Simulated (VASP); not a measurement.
# GaSb: relaxation of cell and atoms with PBEsol

GaSb:

```
Ga Sb
1.0
     0.00000    3.05561    3.05561
     3.05561    0.00000    3.05561
     3.05561    3.05561    0.00000
Ga Sb
1 1
Direct
  0.00000 0.00000 0.00000
  0.25000 0.25000 0.25000
```

```json
{
 "Program": "VASP 6.6.1",
 "Task": "relaxation of cell and atoms",
 "Functional": "PBEsol",
 "Potentials or basis": "VASP PAW PBE potentials, release 64 (Ga_d, Sb)",
 "Cutoff": "600 eV",
 "k mesh": "12 × 12 × 12",
 "Occupations": "fermi-dirac, width 0.15 eV",
 "Spin": "no spin polarisation",
 "Dipole correction": "no",
 "Further INCAR settings": "ALGO = Normal; EDIFF = 1e-06; IBRION = 2; EDIFFG = -0.001; NSW = 80; ISIF = 3"
}
```

```json
{
 "Relaxed volume": "28.59 Å³/atom",
 "Relaxed cell": "a = 4.324 Å, b = 4.324 Å, c = 4.324 Å, α = 60.00°, β = 60.00°, γ = 60.00°",
 "Space group after relaxing (to 0.05 Å)": "F-43m (No. 216)",
 "Energy gained by relaxing": "0.0 meV/atom",
 "Ionic steps": "11",
 "Pressure after relaxing": "0.0 GPa",
 "Band gap on the k mesh": "zero (filled and empty bands touch)"
}
```

Final structure:
```
Ga Sb
1.0
     0.00000    3.05765    3.05765
     3.05765    0.00000    3.05765
     3.05765    3.05765    0.00000
Ga Sb
1 1
Direct
  0.00000 0.00000 0.00000
  0.25000 0.25000 0.25000
```

Levels at points of the mesh, in eV from the Fermi level:
| k point | band 7 | band 8 | band 9 | band 10 | band 11 | band 12 |
| --- | --- | --- | --- | --- | --- | --- |
| (0.00, 0.00, 0.00) | -0.19 | -0.19 | -0.19 | -0.19 | 2.57 | 2.57 |
| (0.50, 0.00, 0.00) | -6.59 | -1.35 | -1.35 | 0.16 | 3.52 | 3.52 |
| (0.50, 0.50, 0.00) | -7.03 | -2.78 | -2.78 | 0.65 | 0.96 | 8.48 |

Run time: 3.2 min on 1 thread of Intel Xeon 6975P-C (shared host), peak memory 0.26 GiB.

Caveat: the PAW data sets were made with another functional, which shifts forces and pressure a little; spin-orbit coupling is left out, which moves the levels of the heavy elements.
